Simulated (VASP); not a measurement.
Wanted: the native input for a VASP 6.6.1 run.

- Task: single point
- Functional: PBEsol
- Potentials or basis: VASP PAW PBE potentials, release 64 (Sn_d)
- Cutoff: 520 eV
- k mesh: 18 × 18 × 18
- Occupations: gaussian, width 0.15 eV
- Spin: no spin polarisation
- Dipole correction: no
- Further INCAR settings: ALGO = Fast; EDIFF = 1e-07; NBANDS = 13

The structure of Sn lies in POSCAR:

```
Sn
1.0
   -1.9704378920      1.9704378920      2.0462239647
    1.9704378920     -1.9704378920      2.0462239647
    1.9704378920      1.9704378920     -2.0462239647
Sn
1
Direct
    0.0000000000      0.0000000000      0.0000000000
```

This cell differs from its parent crystal: strain +0.040 along x and y, +0.080 along z.

The input as run:

INCAR

```
  PREC = Accurate
  ENCUT = 520
  EDIFF = 1E-7
  ISMEAR = 0
  SIGMA = 0.15
  LREAL = F
  LASPH = T
  NELM = 100
  ALGO = Fast
  ISIF = 2
  LWAVE = F
  LCHARG = F
  GGA = PS
  NBANDS = 13
```

KPOINTS

```
Automatic mesh
0
Gamma
  18 18 18
```

Potentials or basis: VASP PAW PBE potentials, release 64 (Sn_d).

Run with:

```console
$ cat potpaw_PBE.64/Sn_d/POTCAR > POTCAR
$ mpirun -np 1 vasp_std > vasp.out
```

It gave:

| Item | Value |
| --- | --- |
| Pressure | -6.9 GPa |
| Band gap on the k mesh | zero (band 7 reaches 12.70 eV, above the bottom of band 8 at 4.21 eV) |

Caveat: the cell differs from its parent crystal (strain +0.040 along x and y, +0.080 along z); the PAW data sets were made with another functional, which shifts forces and pressure a little; spin-orbit coupling is left out, which moves the levels of the heavy elements.

It took 99 s on 1 thread of Intel(R) Xeon(R) 6975P-C (Granite Rapids) (shared host), peak memory 0.3 GiB.
